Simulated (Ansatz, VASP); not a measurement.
Two plane-wave programs on Ge4MoW

```
CELL_PARAMETERS angstrom
3.57199 0.00000 0.00000
0.00000 3.57199 0.00000
0.00000 0.00000 8.81378
ATOMIC_POSITIONS crystal
Ge 0.00000 0.00000 0.33330
Ge 0.50000 0.50000 0.83330
Ge 0.00000 0.00000 0.66670
Ge 0.50000 0.50000 0.16670
Mo 0.50000 0.50000 0.50000
W 0.00000 0.00000 0.00000
```

Alike in both runs: task single point; functional PBE; k mesh 6 × 6 × 2; occupations gaussian, width 0.1 eV; no spin polarisation.

|  | VASP | Ansatz |
| --- | --- | --- |
| version | VASP 6.6.1 | Ansatz 0.2.0 |
| potentials or method | VASP PAW PBE potentials, release 64 (Ge_d, Mo_sv, W_sv), cutoff 520 eV | scalar-relativistic, plane waves, PAW |
| valence electrons in the cell | 84 | 84 |

Ansatz gave:

```
gap on the k mesh at the Fermi level (eV)                     : none
pressure (GPa)                                                : -20.9
traceless stress, the component that is largest in VASP (GPa) : -1.01
rms of the force components (eV/Å)                            : 0.356
```

**Question.** Which values does VASP return?

**Answer.** gap on the k mesh at the Fermi level (eV): none; pressure (GPa): -20.7; traceless stress, the component that is largest in VASP (GPa): -1.01; rms of the force components (eV/Å): 0.355.

Atom by atom the forces differ by 0.001 eV/Å (rms over components). A gap of «none» marks a metal or a gap that the smearing closes. The functional is the same, so the differences come from potentials, cutoffs and numerics.

Neither program's run includes spin-orbit coupling.
